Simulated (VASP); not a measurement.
# BN (P1) in VASP: single point with PBE

Aim: the single point of BN with PBE.

All numbers are computed with VASP 6.6.1; they aren't measurements. Logs are shortened: lines on timing, memory, paths and dates and some standing lists are left out, and cuts for length are marked.

## 1. The cell of the first run

The typed cell holds 4 atoms: a = 2.512 Å, b = 2.512 Å, c = 8.344 Å, α = 90.00°, β = 90.00°, γ = 120.00°.

## 2. Single point, PBE (atoms moved at random)

INCAR reads:

```
SYSTEM = BN
ALGO     = Normal         ! electronic algorithm
EDIFF    = 1E-6           ! SCF threshold, eV
ENCUT    = 520            ! plane-wave cutoff, eV
GGA      = PE             ! functional
ISIF     = 2              ! what is computed and relaxed
ISMEAR   = 0              ! smearing method
LASPH    = .TRUE.         ! aspherical terms in the spheres
LCHARG   = .TRUE.         ! write CHGCAR
LELF     = .TRUE.         ! ELF
LREAL    = .FALSE.        ! projectors in reciprocal space
LVHAR    = .TRUE.       
LWAVE    = .FALSE.        ! write WAVECAR
NBANDS   = 16             ! bands
NELM     = 80             ! most SCF steps
PREC     = Accurate       ! precision mode
SIGMA    = 0.05           ! smearing width, eV
```

KPOINTS reads:

```
k-points
0
G
  12 12 4
  0 0 0
```

POSCAR reads:

```
BN
1.0
    2.5121751215      0.0000000000      0.0000000000
   -1.2560875608      2.1756074740      0.0000000000
    0.0000000000      0.0000000000      8.3436910039
B N
2 2
Direct
    0.3073579564      0.7113630070      0.2651208115
    0.6174160593      0.2648000971      0.7316763546
    0.3440282491      0.6712257297      0.7441764025
    0.7311977352      0.3526111661      0.2590264313
```

Potentials or basis: VASP PAW PBE potentials, release 64 (B, N).

The run is started by

```
cat potpaw_PBE.64/B/POTCAR potpaw_PBE.64/N/POTCAR > POTCAR
mpirun -np 1 vasp_std > vasp.out
```

OUTCAR:

```text
SYSTEM = BN
   EDIFF = 1E-6
   ENCUT = 520
   GGA = PE
   ISIF = 2
   ISMEAR = 0
   LASPH = .TRUE.
   LREAL = .FALSE.
   NELM = 80
   PREC = Accurate

 ion  position               nearest neighbor table
   1  0.307  0.711  0.265-   4 1.27   4 1.42   4 1.71
   2  0.617  0.265  0.732-   3 1.30   3 1.49   3 1.59
   3  0.344  0.671  0.744-   2 1.30   2 1.49   2 1.59
   4  0.731  0.353  0.259-   1 1.27   1 1.42   1 1.71

  LATTYP: Found a hexagonal cell.
 ALAT       =     2.5121751215
 C/A-ratio  =     3.3213015018

  Lattice vectors:

 A1 = (   2.5121751215,   0.0000000000,   0.0000000000)
 A2 = (  -1.2560875608,   2.1756074740,   0.0000000000)
 A3 = (   0.0000000000,   0.0000000000,   8.3436910039)

Analysis of symmetry for initial positions (statically):
=====================================================================
 Subroutine PRICEL returns:
 Original cell was already a primitive cell.

 Routine SETGRP: Setting up the symmetry group for a
 hexagonal supercell.

 Subroutine GETGRP returns: Found  1 space group operations
 (whereof  1 operations were pure point group operations)
 out of a pool of 24 trial point group operations.

The static configuration has the point symmetry C_1 .

Analysis of symmetry for dynamics (positions and initial velocities):
=====================================================================
 Subroutine PRICEL returns:
 Original cell was already a primitive cell.

 Routine SETGRP: Setting up the symmetry group for a
 hexagonal supercell.

 Subroutine GETGRP returns: Found  1 space group operations
 (whereof  1 operations were pure point group operations)
 out of a pool of 24 trial point group operations.

The dynamic configuration has the point symmetry C_1 .

 Subroutine INISYM returns: Found  1 space group operations
 (whereof  1 operations are pure point group operations),
 and found     1 'primitive' translations

----------------------------------------------------------------------------------------

                                     Primitive cell

  volume of cell :      45.6025

  direct lattice vectors                    reciprocal lattice vectors
     2.512175121  0.000000000  0.000000000     0.398061422  0.229820869  0.000000000
    -1.256087561  2.175607474  0.000000000     0.000000000  0.459641738  0.000000000
     0.000000000  0.000000000  8.343691004     0.000000000  0.000000000  0.119851035

  length of vectors
     2.512175121  2.512175122  8.343691004     0.459641738  0.459641738  0.119851035

  position of ions in fractional coordinates (direct lattice)
     0.307357956  0.711363007  0.265120811
     0.617416059  0.264800097  0.731676355
     0.344028249  0.671225730  0.744176403
     0.731197735  0.352611166  0.259026431

  ion indices of the primitive-cell ions
   primitive index   ion index
                 1           1
                 2           2
                 3           3
                 4           4

----------------------------------------------------------------------------------------

 KPOINTS: k-points

Automatic generation of k-mesh.
 Grid dimensions read from file:
 generate k-points for:   12   12    4

 Generating k-lattice:

  Cartesian coordinates                     Fractional coordinates (reciprocal lattice)
     0.033171785  0.019151739  0.000000000     0.083333333  0.000000000  0.000000000
     0.000000000  0.038303478  0.000000000     0.000000000  0.083333333  0.000000000
     0.000000000  0.000000000  0.029962759     0.000000000  0.000000000  0.250000000

  Length of vectors
     0.038303478  0.038303478  0.029962759

  Shift w.r.t. Gamma in fractional coordinates (k-lattice)
     0.000000000  0.000000000  0.000000000

 Subroutine IBZKPT returns following result:
 ===========================================

 Found    292 irreducible k-points:

 Following reciprocal coordinates:
            Coordinates               Weight
  0.000000  0.000000  0.000000      1.000000
  0.083333 -0.000000  0.000000      2.000000
  0.000000  0.083333  0.000000      2.000000
 -0.083333  0.083333  0.000000      2.000000
  0.166667  0.000000  0.000000      2.000000
  0.000000  0.166667  0.000000      2.000000
[... 16 lines left out ...]
  0.166667  0.083333  0.000000      2.000000
 -0.083333  0.250000  0.000000      2.000000
 [... further k-points ...]
   k-points           NKPTS =    292   k-points in BZ     NKDIM =    292   number of bands    NBANDS=     16
   number of dos      NEDOS =    301   number of ions     NIONS =      4
   total plane-waves  NPLWV =  25600
   dimension x,y,z NGX =    20 NGY =   20 NGZ =   64
   dimension x,y,z NGXF=    40 NGYF=   40 NGZF=  128
   ions per type =               2   2
   NGX,Y,Z   is equivalent  to a cutoff of  13.24, 13.24, 12.75 a.u.
   NGXF,Y,Z  is equivalent  to a cutoff of  26.47, 26.47, 25.50 a.u.
 SYSTEM =  BN
   PREC   = accura    normal or accurate (medium, high low for compatibility)
   ISTART =      0    job   : 0-new  1-cont  2-samecut
   ICHARG =      2    charge: 1-file 2-atom 10-const
   ISPIN  =      1    spin polarized calculation?
   LNONCOLLINEAR =      F non collinear calculations
   LSORBIT =      F    spin-orbit coupling
   LASPH  =      T    aspherical Exc in radial PAW
   ENCUT  =  520.0 eV  38.22 Ry    6.18 a.u.   4.67  4.67 15.51*2*pi/ulx,y,z
   NELM   =     80;   NELMIN=  2; NELMDL= -5     # of ELM steps
   EDIFF  = 0.1E-05   stopping-criterion for ELM
   LREAL  =      F    real-space projection
   EDIFFG = 0.1E-04   stopping-criterion for IOM
   NSW    =      0    number of steps for IOM
   IBRION =     -1    ionic relax: 0-MD 1-quasi-New 2-CG
   NFREE  =      0    steps in history (QN), initial steepest desc. (CG)
   ISIF   =      2    stress and relaxation
   ISYM   =      2    0-nonsym 1-usesym 2-fastsym
   POTIM  = 0.5000    time-step for ionic-motion
   TEBEG  =    0.0;   TEEND  =   0.0 temperature during run
   PSTRESS=    0.0 pullay stress
   NELECT =      16.0000    total number of electrons
   NUPDOWN=      -1.0000    fix difference up-down
   EMIN   =  10.00;   EMAX   =-10.00  energy-range for DOS
   EFERMI =   0.00;   METHOD = LEGACY
   ISMEAR =     0;   SIGMA  =   0.05  broadening in eV -4-tet -1-fermi 0-gaus
   EFERMI_NEDOS =   21; number of points for ismear=-14 and -15
   IALGO  =     38    algorithm
   IMIX   =      4    mixing-type and parameters
     AMIX     =   0.40;   BMIX     =  1.00
     AMIX_MAG =   1.60;   BMIX_MAG =  1.00
  volume/ion in A,a.u.               =      11.40        76.94
  Fermi-wavevector in a.u.,A,eV,Ry     =   1.154654  2.181980 18.139645  1.333226
  Thomas-Fermi vector in A             =   2.291289
   LORBIT       =      0    0 simple, 1 ext, 2 COOP (PROOUT), +10 PAW based schemes
   GGA     = PE    functional components
   LHFCALC =     F    Hartree Fock is set to
   AEXX    =    0.0000 exact exchange contribution
   IVDW    =     0    specifies the selected vdW correction
   LEPSILON=     F    determine dielectric tensor
   LRPA    =     F    only Hartree local field effects (RPA)
 non-spin polarized calculation
 Gauss-broadening in eV      SIGMA  =   0.05
  energy-cutoff  :      520.00
  volume of cell :       45.60
 maximum number of plane-waves:      1267
   NGX =  9   NGY =  9   NGZ = 31

 number of electron      16.0000000 magnetization

 Free energy of the ion-electron system (eV)
  ---------------------------------------------------
  ext. energy  EPLUGINS =         0.00000000
  ---------------------------------------------------
  free energy    TOTEN  =       -33.29318551 eV

  energy without entropy =      -33.29318551  energy(sigma->0) =      -33.29318551

 E-fermi :   2.2306     XC(G=0):  -8.5651

 val. band max:        1.9560067347   @ k =   0.0000   0.0000   0.5000
 cond. band min:       4.2480065612   @ k =   0.5000  -0.0000   0.5000
 fundamental gap:      2.2919998265
 Fermi energy:         2.2305595848

 k-point     1 :       0.0000    0.0000    0.0000
  band No.  band energies     occupation
      1     -17.0784      2.00000
      2     -17.0292      2.00000
      3      -5.0272      2.00000
      4      -4.3872      2.00000
      5      -3.6257      2.00000
      6      -2.5111      2.00000
[... 8 lines left out ...]
     15      13.5552      0.00000
     16      15.0956      0.00000

 k-point     2 :       0.0833   -0.0000    0.0000
  band No.  band energies     occupation
      1     -16.9551      2.00000
      2     -16.8981      2.00000
      3      -4.8466      2.00000
      4      -4.2186      2.00000
      5      -3.9206      2.00000
      6      -2.7226      2.00000
[... 8 lines left out ...]
     15      13.8141      0.00000
     16      14.6992      0.00000

 k-point     3 :       0.0000    0.0833    0.0000
  band No.  band energies     occupation
      1     -16.9545      2.00000
      2     -16.9059      2.00000
      3      -4.8438      2.00000
      4      -4.2133      2.00000
      5      -3.9050      2.00000
      6      -2.8950      2.00000
[... 8 lines left out ...]
     15      13.5393      0.00000
     16      14.6645      0.00000

 k-point     4 :      -0.0833    0.0833    0.0000
  band No.  band energies     occupation
      1     -16.9422      2.00000
      2     -16.8963      2.00000
      3      -4.8564      2.00000
      4      -4.2245      2.00000
      5      -3.7654      2.00000
      6      -2.8218      2.00000
[... 8 lines left out ...]
     15      13.8986      0.00000
     16      14.8156      0.00000

 k-point     5 :       0.1667    0.0000    0.0000
  band No.  band energies     occupation
      1     -16.6019      2.00000
      2     -16.5056      2.00000
      3      -4.7386      2.00000
      4      -4.3112      2.00000
      5      -3.7113      2.00000
      6      -3.3236      2.00000
[... 8 lines left out ...]
     15      13.6534      0.00000
     16      14.7282      0.00000

 k-point     6 :       0.0000    0.1667    0.0000
  band No.  band energies     occupation
      1     -16.5921      2.00000
      2     -16.5449      2.00000
      3      -4.6804      2.00000
      4      -4.3027      2.00000
      5      -3.9494      2.00000
      6      -3.6522      2.00000
[... 8 lines left out ...]
     15      13.3381      0.00000
     16      13.9879      0.00000
[... 267 lines left out ...]
 k-point    21 :      -0.0833    0.1667    0.0000
  band No.  band energies     occupation
      1     -16.6910      2.00000
      2     -16.6471      2.00000
      3      -4.5062      2.00000
      4      -4.1877      2.00000
      5      -3.8978      2.00000
      6      -3.5485      2.00000
[... 8 lines left out ...]
     15      13.7930      0.00000
     16      14.2768      0.00000

 k-point    22 :      -0.1667    0.0833    0.0000
  band No.  band energies     occupation
      1     -16.6861      2.00000
      2     -16.6306      2.00000
      3      -4.5130      2.00000
      4      -4.2241      2.00000
      5      -3.8976      2.00000
      6      -3.1865      2.00000
[... 8 lines left out ...]
     15      14.0753      0.00000
     16      14.6066      0.00000

 k-point    23 :       0.1667    0.0833    0.0000
  band No.  band energies     occupation
      1     -16.2898      2.00000
      2     -16.1466      2.00000
      3      -5.4459      2.00000
      4      -4.1654      2.00000
      5      -3.7543      2.00000
      6      -3.1742      2.00000
[... 8 lines left out ...]
     15      13.0839      0.00000
     16      15.0031      0.00000

 k-point    24 :      -0.0833    0.2500    0.0000
  band No.  band energies     occupation
      1     -16.2190      2.00000
      2     -16.1714      2.00000
      3      -5.1319      2.00000
      4      -4.7421      2.00000
      5      -3.7986      2.00000
      6      -3.1899      2.00000
[... 8 lines left out ...]
     15      13.2777      0.00000
     16      14.3076      0.00000

 [... further k-points ...]

------------------------ aborting loop because EDIFF is reached ----------------------------------------

  FORCE on cell =-STRESS in cart. coord.  units (eV):
  Direction    XX          YY          ZZ          XY          YZ          ZX
  --------------------------------------------------------------------------------------
  -------------------------------------------------------------------------------------
  Total        3.3274951      7.9847729     -0.1726274      2.8735114     -0.7089314      0.3273822
  in kB      116.9066851    280.5333419     -6.0650115    100.9566277    -24.9072716     11.5020967
  external PRESSURE =     130.4583385 kB  Pullay stress =       0.0000000 kB

 VOLUME and BASIS-vectors are now :
 -----------------------------------------------------------------------------
  energy-cutoff  :      520.00
  volume of cell :       45.60
      direct lattice vectors                 reciprocal lattice vectors
     2.512175121  0.000000000  0.000000000     0.398061422  0.229820869  0.000000000
    -1.256087561  2.175607474  0.000000000     0.000000000  0.459641738  0.000000000
     0.000000000  0.000000000  8.343691004     0.000000000  0.000000000  0.119851035

 POSITION                                       TOTAL-FORCE (eV/Angst)
 -----------------------------------------------------------------------------------
     -0.12140      1.54765      2.21209         8.799259      2.093675     -0.492470
      1.21845      0.57610      6.10488         1.166710      7.852735      1.197877
      0.02114      1.46032      6.20918        -1.166094     -7.851190     -1.191471
      1.39399      0.76714      2.16124        -8.799875     -2.095221      0.486065
 -----------------------------------------------------------------------------------
    total drift:                                0.000049     -0.000056      0.000430

  FREE ENERGIE OF THE ION-ELECTRON SYSTEM (eV)
  ---------------------------------------------------
  free  energy   TOTEN  =       -33.2931855119 eV

  energy  without entropy=      -33.2931855119  energy(sigma->0) =      -33.29318551
```

It took 3.5 min on 1 thread of AMD EPYC 7R43 (Zen 3), shared host; peak memory 0.26 GiB.

What came out:

| Quantity | Value |
| --- | --- |
| Free energy | -33.2932 eV |
| Pressure | 13.0 GPa |
| Largest force | 9.059 eV/Å |
| Band gap on the k mesh | 2.29 eV, indirect (least direct gap 2.92 eV) |

Forces in eV/Å, atoms in the order of the input:
```
B    8.799  2.094 -0.492
B    1.167  7.853  1.198
N   -1.166 -7.851 -1.191
N   -8.800 -2.095  0.486
```

Levels at points of the mesh, in eV from the valence-band top:
```
           k point  band 6  band 7  band 8  band 9  band 10  band 11
(0.00, 0.00, 0.00)   -4.47   -0.84    0.00    2.91     6.33     6.87
(0.50, 0.00, 0.00)   -4.17   -2.85   -1.88    2.31     4.36     7.46
(0.00, 0.50, 0.00)   -4.26   -2.35   -1.86    2.33     3.16     6.19
(0.50, 0.50, 0.00)   -5.19   -3.32   -2.48    3.53     5.54     7.17
(0.00, 0.00, 0.50)   -4.47   -0.84    0.00    3.91     4.48     7.07
(0.50, 0.00, 0.50)   -4.17   -2.84   -1.89    2.29     4.32     7.58
(0.00, 0.50, 0.50)   -4.26   -2.32   -1.89    2.35     3.09     6.21
(0.50, 0.50, 0.50)   -5.19   -3.30   -2.50    3.55     5.44     7.23
```

Caveat: the cell differs from its parent crystal (atoms moved at random); forces of over 1 eV/Å act on the atoms, so gaps and moduli don't describe the material at rest. A k mesh can miss the band edges.
